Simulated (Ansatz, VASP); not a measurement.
# One calculation of Ni, two programs

File INCAR:

```
SYSTEM = Ni
ALGO = Fast
EDIFF = 1E-6
ENCUT = 520
GGA = PE
ISIF = 2
ISMEAR = 0
ISPIN = 2
LASPH = .TRUE.
LCHARG = .FALSE.
LMAXMIX = 4
LORBIT = 11
LREAL = .FALSE.
LWAVE = .FALSE.
MAGMOM = 0.81
NBANDS = 15
NELM = 150
PREC = Accurate
SIGMA = 0.15
```

KPOINTS

```
k-points
0
G
  26 26 26
  0 0 0
```

File POSCAR:

```
Ni
1.0
    0.0000000000      1.5751436809      2.2272531649
    1.5751436809      0.0000000000      2.2272531649
    1.5751436809      1.5751436809      0.0000000000
Ni
1
Direct
    0.0000000000      0.0000000000      0.0000000000
```

Input for Ansatz:

```yaml
crystal:
  lattice:
    - [0.0, 1.5751436809, 2.2272531649]
    - [1.5751436809, 0.0, 2.2272531649]
    - [1.5751436809, 1.5751436809, 0.0]
  atoms:
    - { symbol: Ni, position: [0.0, 0.0, 0.0], spin: 0.81 }
basis:
  ecutwfc: 420
kpoints:
  mp_grid: { grid: [26, 26, 26] }
hamiltonian:
  xc: pbe
scf:
  occupations: { method: gaussian, width: 0.15 }
output:
  forces: true
  stress: true
  eigenvalues: true
  populations: true
  write_density: true
  write_potential: true
  elf: true
  volumetric_format: npy
magnetization:
  spin_polarized: true
```

Alike in both runs: task single point; functional PBE; k mesh 26 × 26 × 26; occupations gaussian, width 0.15 eV; collinear spin.

```csv
,VASP,Ansatz
version,VASP 6.6.1,Ansatz 0.2.0
potentials or method,"VASP PAW PBE potentials, release 64 (Ni), cutoff 520 eV","scalar-relativistic, plane waves, PAW"
valence electrons in the cell,10,18
```

```tsv
	VASP	Ansatz	Ansatz less VASP
gap on the k mesh at the Fermi level (eV)	none	none	-
pressure (GPa)	10.2	10.7	+0.46
traceless stress, the component that is largest in VASP (GPa)	-39.20	-39.86	-0.654
net moment per atom (μB)	0.50	0.51	+0.013
size of the moment on the site where the two differ most (μB)	0.50	0.53	+0.030
```

Site moments also hang on the region over which each program counts them. A gap of «none» marks a metal or a gap that the smearing closes. VASP's potentials hold 10 valence electrons a cell and Ansatz's 18, so a difference there can come from the potentials and not from the codes.
